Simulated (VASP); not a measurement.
# C (P6_3/mmc) in VASP: further runs

Runs on C. Level: PBEsol. Tasks: single point.

All numbers are computed with VASP 6.6.1; they aren't measurements. Logs are shortened: lines on timing, memory, paths and dates and some standing lists are left out, and cuts for length are marked.

## 1. The cell of the first run

The structure is hexagonal, space group P6_3/mmc (No. 194). Conventional cell: a = 1.709 Å, b = 1.709 Å, c = 6.757 Å, α = 90.00°, β = 90.00°, γ = 120.00°. C (site symmetry -6m2) has 6 C at 1.71 Å within 2.3 Å.

## 2. Single point, PBEsol

The input, INCAR:

```
SYSTEM = C
PREC = Accurate
ENCUT = 520
EDIFF = 1E-7
ISMEAR = -1
SIGMA = 0.1
LREAL = .False.
LASPH = .True.
NELM = 100
ALGO = Normal
ISIF = 2
LWAVE = .False.
LCHARG = .False.
GGA = PS
NBANDS = 11
```

The input, KPOINTS:

```
regular mesh
0
Gamma
  17 17 9
  0 0 0
```

The input, POSCAR:

```
C
1.0
    1.7091012388      0.0000000000      0.0000000000
   -0.8545506194      1.4801250905      0.0000000000
    0.0000000000      0.0000000000      6.7572124683
C
2
Direct
    0.3333333333      0.6666666667      0.2500000000
    0.6666666667      0.3333333333      0.7500000000
```

Potentials or basis: VASP PAW PBE potentials, release 64 (C).

Command:

```bash
> cat potpaw_PBE.64/C/POTCAR > POTCAR
> mpirun -np 1 vasp_std > vasp.out
```

OUTCAR:

```text
SYSTEM = C
   PREC = Accurate
   ENCUT = 520
   EDIFF = 1E-7
   ISMEAR = -1
   LREAL = .False.
   LASPH = .True.
   NELM = 100
   ISIF = 2
   GGA = PS

 ion  position               nearest neighbor table
   1  0.333  0.667  0.250-
   2  0.667  0.333  0.750-

  LATTYP: Found a hexagonal cell.
 ALAT       =     1.7091012388
 C/A-ratio  =     3.9536642505

  Lattice vectors:

 A1 = (   1.7091012388,   0.0000000000,   0.0000000000)
 A2 = (  -0.8545506194,   1.4801250905,   0.0000000000)
 A3 = (   0.0000000000,   0.0000000000,   6.7572124683)

Analysis of symmetry for initial positions (statically):
=====================================================================
 Subroutine PRICEL returns:
 Original cell was already a primitive cell.

 Routine SETGRP: Setting up the symmetry group for a
 hexagonal supercell.

 Subroutine GETGRP returns: Found 24 space group operations
 (whereof 12 operations were pure point group operations)
 out of a pool of 24 trial point group operations.

The static configuration has the point symmetry D_3d.
 The point group associated with its full space group is D_6h.

Analysis of symmetry for dynamics (positions and initial velocities):
=====================================================================
 Subroutine PRICEL returns:
 Original cell was already a primitive cell.

 Routine SETGRP: Setting up the symmetry group for a
 hexagonal supercell.

 Subroutine GETGRP returns: Found 24 space group operations
 (whereof 12 operations were pure point group operations)
 out of a pool of 24 trial point group operations.

The dynamic configuration has the point symmetry D_3d.
 The point group associated with its full space group is D_6h.

 Subroutine INISYM returns: Found 24 space group operations
 (whereof 12 operations are pure point group operations),
 and found     1 'primitive' translations

----------------------------------------------------------------------------------------

                                     Primitive cell

  volume of cell :      17.0936

  direct lattice vectors                    reciprocal lattice vectors
     1.709101239  0.000000000  0.000000000     0.585102847  0.337809286  0.000000000
    -0.854550619  1.480125091  0.000000000     0.000000000  0.675618572  0.000000000
     0.000000000  0.000000000  6.757212468     0.000000000  0.000000000  0.147990019

  length of vectors
     1.709101239  1.709101239  6.757212468     0.675618572  0.675618572  0.147990019

  position of ions in fractional coordinates (direct lattice)
     0.333333333  0.666666667  0.250000000
     0.666666667  0.333333333  0.750000000

  ion indices of the primitive-cell ions
   primitive index   ion index
                 1           1
                 2           2

----------------------------------------------------------------------------------------

 KPOINTS: regular mesh

Automatic generation of k-mesh.
 Grid dimensions read from file:
 generate k-points for:   17   17    9

 Generating k-lattice:

  Cartesian coordinates                     Fractional coordinates (reciprocal lattice)
     0.034417815  0.019871134  0.000000000     0.058823529 -0.000000000  0.000000000
     0.000000000  0.039742269  0.000000000     0.000000000  0.058823529  0.000000000
     0.000000000  0.000000000  0.016443335     0.000000000  0.000000000  0.111111111

  Length of vectors
     0.039742269  0.039742269  0.016443335

  Shift w.r.t. Gamma in fractional coordinates (k-lattice)
     0.000000000  0.000000000  0.000000000

 Subroutine IBZKPT returns following result:
 ===========================================

 Found    165 irreducible k-points:

 Following reciprocal coordinates:
            Coordinates               Weight
  0.000000  0.000000  0.000000      1.000000
  0.058824 -0.000000  0.000000      6.000000
  0.117647  0.000000  0.000000      6.000000
  0.176471  0.000000  0.000000      6.000000
  0.235294  0.000000  0.000000      6.000000
  0.294118 -0.000000  0.000000      6.000000
[... 16 lines left out ...]
  0.411765  0.117647  0.000000     12.000000
  0.176471  0.176471  0.000000      6.000000
 [... further k-points ...]
   k-points           NKPTS =    165   k-points in BZ     NKDIM =    165   number of bands    NBANDS=     11
   number of dos      NEDOS =    301   number of ions     NIONS =      2
   total plane-waves  NPLWV =   9800
   dimension x,y,z NGX =    14 NGY =   14 NGZ =   50
   dimension x,y,z NGXF=    28 NGYF=   28 NGZF=  100
   ions per type =               2
   NGX,Y,Z   is equivalent  to a cutoff of  13.62, 13.62, 12.30 a.u.
   NGXF,Y,Z  is equivalent  to a cutoff of  27.24, 27.24, 24.60 a.u.
 SYSTEM =  C
   PREC   = accura    normal or accurate (medium, high low for compatibility)
   ISTART =      0    job   : 0-new  1-cont  2-samecut
   ICHARG =      2    charge: 1-file 2-atom 10-const
   ISPIN  =      1    spin polarized calculation?
   LNONCOLLINEAR =      F non collinear calculations
   LSORBIT =      F    spin-orbit coupling
   LASPH  =      T    aspherical Exc in radial PAW
   ENCUT  =  520.0 eV  38.22 Ry    6.18 a.u.   3.18  3.18 12.56*2*pi/ulx,y,z
   NELM   =    100;   NELMIN=  2; NELMDL= -5     # of ELM steps
   EDIFF  = 0.1E-06   stopping-criterion for ELM
   LREAL  =      F    real-space projection
   EDIFFG = 0.1E-05   stopping-criterion for IOM
   NSW    =      0    number of steps for IOM
   IBRION =     -1    ionic relax: 0-MD 1-quasi-New 2-CG
   NFREE  =      0    steps in history (QN), initial steepest desc. (CG)
   ISIF   =      2    stress and relaxation
   ISYM   =      2    0-nonsym 1-usesym 2-fastsym
   POTIM  = 0.5000    time-step for ionic-motion
   TEBEG  =    0.0;   TEEND  =   0.0 temperature during run
   PSTRESS=    0.0 pullay stress
   NELECT =       8.0000    total number of electrons
   NUPDOWN=      -1.0000    fix difference up-down
   EMIN   =  10.00;   EMAX   =-10.00  energy-range for DOS
   EFERMI =   0.00;   METHOD = LEGACY
   ISMEAR =    -1;   SIGMA  =   0.10  broadening in eV -4-tet -1-fermi 0-gaus
   EFERMI_NEDOS =   21; number of points for ismear=-14 and -15
   IALGO  =     38    algorithm
   IMIX   =      4    mixing-type and parameters
     AMIX     =   0.40;   BMIX     =  1.00
     AMIX_MAG =   1.60;   BMIX_MAG =  1.00
  volume/ion in A,a.u.               =       8.55        57.68
  Fermi-wavevector in a.u.,A,eV,Ry     =   1.271043  2.401923 21.980895  1.615550
  Thomas-Fermi vector in A             =   2.403997
   LORBIT       =      0    0 simple, 1 ext, 2 COOP (PROOUT), +10 PAW based schemes
   GGA     = PS    functional components
   LHFCALC =     F    Hartree Fock is set to
   AEXX    =    0.0000 exact exchange contribution
   IVDW    =     0    specifies the selected vdW correction
   LEPSILON=     F    determine dielectric tensor
   LRPA    =     F    only Hartree local field effects (RPA)
 non-spin polarized calculation
  energy-cutoff  :      520.00
  volume of cell :       17.09
 maximum number of plane-waves:       482
 NGX is ok and might be reduce to    14
   NGX =  7   NGY =  7   NGZ = 25

 number of electron       8.0000001 magnetization

 Free energy of the ion-electron system (eV)
  ---------------------------------------------------
  ext. energy  EPLUGINS =         0.00000000
  ---------------------------------------------------
  free energy    TOTEN  =       -11.58173365 eV

  energy without entropy =      -11.56321654  energy(sigma->0) =      -11.57247509

 E-fermi :   5.9572     XC(G=0): -11.0225

 val. band max:        5.8918802679   @ k =   0.2941   0.1765   0.0000
 cond. band min:       5.9649773073   @ k =   0.2353   0.2353   0.0000
 fundamental gap:      0.0730970394
 Fermi energy:         5.9571652849

 k-point     1 :       0.0000    0.0000    0.0000
  band No.  band energies     occupation
      1     -15.6250      2.00000
      2     -15.3666      2.00000
      3      -3.6992      2.00000
      4      -1.7720      2.00000
      5       9.0422      0.00000
      6      15.8926      0.00000
      7      22.3923      0.00000
      8      22.3923      0.00000
      9      22.3949      0.00000
     10      22.3949      0.00000
     11      22.4653      0.00000

 k-point     2 :       0.0588   -0.0000    0.0000
  band No.  band energies     occupation
      1     -15.4466      2.00000
      2     -15.1907      2.00000
      3      -3.4810      2.00000
      4      -1.5618      2.00000
      5       9.2445      0.00000
      6      16.0899      0.00000
      7      21.2201      0.00000
      8      21.8254      0.00000
      9      22.0661      0.00000
     10      22.0719      0.00000
     11      23.3093      0.00000

 k-point     3 :       0.1176    0.0000    0.0000
  band No.  band energies     occupation
      1     -14.9124      2.00000
      2     -14.6637      2.00000
      3      -2.8286      2.00000
      4      -0.9346      2.00000
      5       9.8389      0.00000
      6      16.6738      0.00000
      7      19.3897      0.00000
      8      20.1866      0.00000
      9      21.1998      0.00000
     10      21.2084      0.00000
     11      24.1799      0.00000

 k-point     4 :       0.1765    0.0000    0.0000
  band No.  band energies     occupation
      1     -14.0261      2.00000
      2     -13.7892      2.00000
      3      -1.7505      2.00000
      4       0.0980      2.00000
      5      10.7516      0.00000
      6      16.8261      0.00000
      7      17.6147      0.00000
      8      17.7500      0.00000
      9      20.0321      0.00000
     10      20.0416      0.00000
     11      25.2419      0.00000
[... 239 lines left out ...]
 k-point    22 :       0.3529    0.1176    0.0000
  band No.  band energies     occupation
      1      -6.8173      2.00000
      2      -6.6819      2.00000
      3       3.9336      2.00000
      4       4.0416      2.00000
      5       6.5308      0.00643
      6       7.6318      0.00000
      7      13.2055      0.00000
      8      13.2760      0.00000
      9      20.9551      0.00000
     10      21.2026      0.00000
     11      23.4488      0.00000

 k-point    23 :       0.4118    0.1176    0.0000
  band No.  band energies     occupation
      1      -5.0397      2.00000
      2      -4.9663      2.00000
      3       1.5904      2.00000
      4       1.7115      2.00000
      5       8.2701      0.00000
      6       8.8439      0.00000
      7      12.9399      0.00000
      8      12.9641      0.00000
      9      19.6700      0.00000
     10      21.6008      0.00000
     11      24.3912      0.00000

 k-point    24 :       0.1765    0.1765    0.0000
  band No.  band energies     occupation
      1     -10.8710      2.00000
      2     -10.6743      2.00000
      3       2.0073      2.00000
      4       3.6450      2.00000
      5      11.8189      0.00000
      6      12.7197      0.00000
      7      12.7272      0.00000
      8      12.7797      0.00000
      9      16.6473      0.00000
     10      20.5080      0.00000
     11      29.2781      0.00000

 [... further k-points ...]
[... 5 lines left out ...]
  --------------------------------------------------------------------------------------
  -------------------------------------------------------------------------------------
  Total        0.0209555      0.0209555     -0.0040928      0.0000000      0.0000000      0.0000000
  in kB        1.9641492      1.9641492     -0.3836207      0.0000000      0.0000000      0.0000000
  external PRESSURE =       1.1815592 kB  Pullay stress =       0.0000000 kB

 VOLUME and BASIS-vectors are now :
 -----------------------------------------------------------------------------
  energy-cutoff  :      520.00
  volume of cell :       17.09
      direct lattice vectors                 reciprocal lattice vectors
     1.709101239  0.000000000  0.000000000     0.585102847  0.337809286  0.000000000
    -0.854550619  1.480125091  0.000000000     0.000000000  0.675618572  0.000000000
     0.000000000  0.000000000  6.757212468     0.000000000  0.000000000  0.147990019

 POSITION                                       TOTAL-FORCE (eV/Angst)
 -----------------------------------------------------------------------------------
     -0.00000      0.98675      1.68930        -0.000000     -0.000000      0.000000
      0.85455      0.49338      5.06791         0.000000      0.000000      0.000000
 -----------------------------------------------------------------------------------
    total drift:                                0.000000     -0.000000      0.000000

  FREE ENERGIE OF THE ION-ELECTRON SYSTEM (eV)
  ---------------------------------------------------
  free  energy   TOTEN  =       -11.5817336525 eV

  energy  without entropy=      -11.5632165372  energy(sigma->0) =      -11.57247509
```

Run time: 14 s. Hardware: 1 thread of Intel Xeon Platinum 8559C (Emerald Rapids), shared host; peak memory 0.13 GiB.

Results:

```
Free energy            : -11.5817 eV
Pressure               : 0.1 GPa
Band gap on the k mesh : zero (bands 4 and 5 overlap by 1.90 eV)
```

Caveat: the PAW data sets were made with another functional, which shifts forces and pressure a little; this functional lacks dispersion, which binds the layers, so the pressure and a relaxed spacing across them are unreliable.

## 3. Single point, PBEsol (7.86 Å³/atom)

This run uses another cell than the first one, of 7.86 Å³/atom.

The input, INCAR:

```
SYSTEM = C
ALGO     = Normal         ! electronic algorithm
EDIFF    = 1E-6           ! SCF threshold, eV
ENCUT    = 520            ! plane-wave cutoff, eV
GGA      = PS             ! functional
ISIF     = 2              ! what is computed and relaxed
ISMEAR   = -1             ! smearing method
LASPH    = .True.         ! aspherical terms in the spheres
LCHARG   = .False.        ! write CHGCAR
LREAL    = .False.        ! projectors in reciprocal space
LWAVE    = .False.        ! write WAVECAR
NBANDS   = 11             ! bands
NELM     = 100            ! most SCF steps
PREC     = Accurate       ! precision mode
SIGMA    = 0.1            ! smearing width, eV
```

The input, KPOINTS:

```
k-points
0
Gamma
  23 23 6
  0 0 0
```

The input, POSCAR:

```
C
1.0
    1.6622527678      0.0000000000      0.0000000000
   -0.8311263839      1.4395531244      0.0000000000
    0.0000000000      0.0000000000      6.5719893430
C
2
Direct
    0.3333333333      0.6666666667      0.2500000000
    0.6666666667      0.3333333333      0.7500000000
```

Potentials or basis: VASP PAW PBE potentials, release 64 (C).

Command:

```bash
> cat potpaw_PBE.64/C/POTCAR > POTCAR
> mpirun -np 1 vasp_std > vasp.out
```

It took 11 s on 1 thread of Intel Xeon Platinum 8559C (Emerald Rapids), shared host; peak memory 0.13 GiB.

Results (log left out):

- Free energy: -11.5218 eV
- Pressure: 15.4 GPa
- Band gap on the k mesh: zero (bands 4 and 5 overlap by 1.63 eV)

Stress tensor (GPa, compression positive):
```
23.49  0.00  0.00
 0.00 23.49  0.00
 0.00  0.00 -0.76
```

Levels at points of the mesh, in eV from the Fermi level:
| k point | band 1 | band 2 | band 3 | band 4 | band 5 | band 6 | band 7 | band 8 |
| --- | --- | --- | --- | --- | --- | --- | --- | --- |
| (0.00, 0.00, 0.00) | -22.79 | -22.49 | -10.67 | -8.54 | 2.67 | 10.07 | 16.91 | 17.75 |
| (0.00, 0.00, 0.50) | -22.65 | -22.65 | -9.72 | -9.72 | 5.64 | 5.64 | 17.75 | 17.75 |

Caveat: the cell stands under pressure; the PAW data sets were made with another functional, which shifts forces and pressure a little.

## 4. Single point, PBEsol (8.20 Å³/atom)

This run uses another cell than the first one, of 8.20 Å³/atom.

The input, INCAR:

```
PREC = Accurate
ENCUT = 520
EDIFF = 1E-6
ISMEAR = -1
SIGMA = 0.1
LREAL = F
LASPH = T
NELM = 60
ALGO = Normal
ISIF = 2
LWAVE = F
LCHARG = T
GGA = PS
LELF = T
LVHAR = T
NBANDS = 11
```

The input, KPOINTS:

```
regular mesh
0
Gamma
  23 23 6
```

The input, POSCAR:

```
C
1.0
    1.6860024446      0.0000000000      0.0000000000
   -0.8430012223      1.4601209479      0.0000000000
    0.0000000000      0.0000000000      6.6658875912
C
2
Direct
    0.3333333333      0.6666666667      0.2500000000
    0.6666666667      0.3333333333      0.7500000000
```

Command:

```bash
> cat potpaw_PBE.64/C/POTCAR > POTCAR
> mpirun -np 1 vasp_std > vasp.out
```

Run time: 18 s. Hardware: 1 thread of Intel Xeon Platinum 8559C (Emerald Rapids), shared host; peak memory 0.14 GiB.

The run converged. Its results:

```
Free energy            : -11.5679 eV
Pressure               : 6.3 GPa
Band gap on the k mesh : zero (bands 4 and 5 overlap by 1.52 eV)
```

Stress tensor (GPa, compression positive):
```
 9.84  0.00  0.00
 0.00  9.84  0.00
 0.00  0.00 -0.89
```

Levels at points of the mesh, in eV from the Fermi level:
```
           k point  band 2  band 3  band 4  band 5  band 6  band 7
(0.00, 0.00, 0.00)  -21.94  -10.18   -8.16    2.86    9.97   16.67
(0.00, 0.00, 0.50)  -22.08   -9.27   -9.27    5.72    5.72   17.01
```

Caveat: the cell stands under pressure; the PAW data sets were made with another functional, which shifts forces and pressure a little; this functional lacks dispersion, which binds the layers, so the pressure and a relaxed spacing across them are unreliable.

## 5. Single point, PBEsol (8.55 Å³/atom)

The input, INCAR:

```
PREC = Accurate
ENCUT = 520
EDIFF = 1E-7
ISMEAR = -1
SIGMA = 0.1
LREAL = False
LASPH = True
NELM = 100
ALGO = Normal
ISIF = 2
LWAVE = False
LCHARG = False
GGA = PS
NBANDS = 11
```

The input, KPOINTS:

```
Automatic mesh
0
Gamma
  23 23 6
```

The input, POSCAR:

```
C
1.0
    1.7091012388      0.0000000000      0.0000000000
   -0.8545506194      1.4801250905      0.0000000000
    0.0000000000      0.0000000000      6.7572124683
C
2
Direct
    0.3333333333      0.6666666667      0.2500000000
    0.6666666667      0.3333333333      0.7500000000
```

Command:

```bash
> cat potpaw_PBE.64/C/POTCAR > POTCAR
> mpirun -np 1 vasp_std > vasp.out
```

Run time: 18 s. Hardware: 1 thread of Intel Xeon Platinum 8559C (Emerald Rapids), shared host; peak memory 0.14 GiB.

It converged, with:

- Free energy: -11.5791 eV
- Pressure: -1.0 GPa
- Band gap on the k mesh: zero (bands 4 and 5 overlap by 1.38 eV)

Stress tensor (GPa, compression positive):
```
-1.00  0.00  0.00
 0.00 -1.00  0.00
 0.00  0.00 -1.10
```

Levels at points of the mesh, in eV from the Fermi level:
```
           k point  band 1  band 2  band 3  band 4  band 5  band 6  band 7  band 8  band 9
(0.00, 0.00, 0.00)  -21.67  -21.41   -9.71   -7.79    3.05    9.89   16.34   16.34   16.34
(0.00, 0.00, 0.50)  -21.54  -21.54   -8.85   -8.85    5.80    5.80   16.35   16.35   16.35
```

Caveat: the PAW data sets were made with another functional, which shifts forces and pressure a little; this functional lacks dispersion, which binds the layers, so the pressure and a relaxed spacing across them are unreliable.

## 6. Summary

| cell | k mesh | gap on the mesh (eV) | pressure (GPa) |
| --- | --- | --- | --- |
| a = 1.709, b = 1.709, c = 6.757 Å, angles 90.0, 90.0, 120.0°, 2 atoms | 17 × 17 × 9 | none | 0.1 |
| a = 1.662, b = 1.662, c = 6.572 Å, angles 90.0, 90.0, 120.0°, 2 atoms | 23 × 23 × 6 | none | 15.4 |
| a = 1.686, b = 1.686, c = 6.666 Å, angles 90.0, 90.0, 120.0°, 2 atoms | 23 × 23 × 6 | none | 6.3 |
| a = 1.709, b = 1.709, c = 6.757 Å, angles 90.0, 90.0, 120.0°, 2 atoms | 23 × 23 × 6 | none | -1.0 |

Alike in all rows: task single point; level PBEsol; potentials or basis VASP PAW PBE potentials, release 64 (C); no spin polarisation; cutoff (eV) 520; smearing fermi-dirac 0.1 eV.

Caveats: the PAW data sets were made with another functional, which shifts forces and pressure a little; this functional lacks dispersion, which binds the layers, so the pressure and a relaxed spacing across them are unreliable (at least some runs); the cell stands under pressure (at least some runs).

Total energies depend on the potentials used, so only differences within one code and one set of settings carry meaning.
